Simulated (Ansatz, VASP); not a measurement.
**Two plane-wave programs on Li3Si2N**

```
Li Si N
1.0
     4.15747    0.00000    0.00000
    -2.07874    3.60048    0.00000
     0.00000    0.00000    4.86319
Li Si N
3 2 1
Direct
  0.36922 0.00000 0.50000
  0.00000 0.36922 0.50000
  0.63078 0.63078 0.50000
  0.00000 0.00000 0.70122
  0.00000 0.00000 0.29878
  0.00000 0.00000 0.00000
```

Alike in both runs: task relaxation of cell and atoms; functional PBE; k mesh 6 × 6 × 4; occupations gaussian, width 0.1 eV; no spin polarisation.

|  | VASP | Ansatz |
| --- | --- | --- |
| version | VASP 6.6.1 | Ansatz 0.2.0 |
| potentials or method | VASP PAW PBE potentials, release 64 (Li_sv, Si, N), cutoff 600 eV | scalar-relativistic, plane waves, PAW |
| valence electrons in the cell | 22 | 22 |

VASP gave:

| Quantity | Value |
| --- | --- |
| relaxed volume (Å³/atom) | 20.72 |
| relaxed length of the cell vector where the two differ most in proportion (Å) | 4.949 |

Task: Which values does Ansatz return?

Result: Relaxed volume (Å³/atom): 22.63; relaxed length of the cell vector where the two differ most in proportion (Å): 5.127.

One of these differences is far larger than is usual between the two programs; its cause wasn't traced.

Noted on VASP's run: the cutoff is under 1.25 times that of the potentials, so the pressure is a little rough; the volume moved by over 15 % at a fixed basis, so the end points are rough.
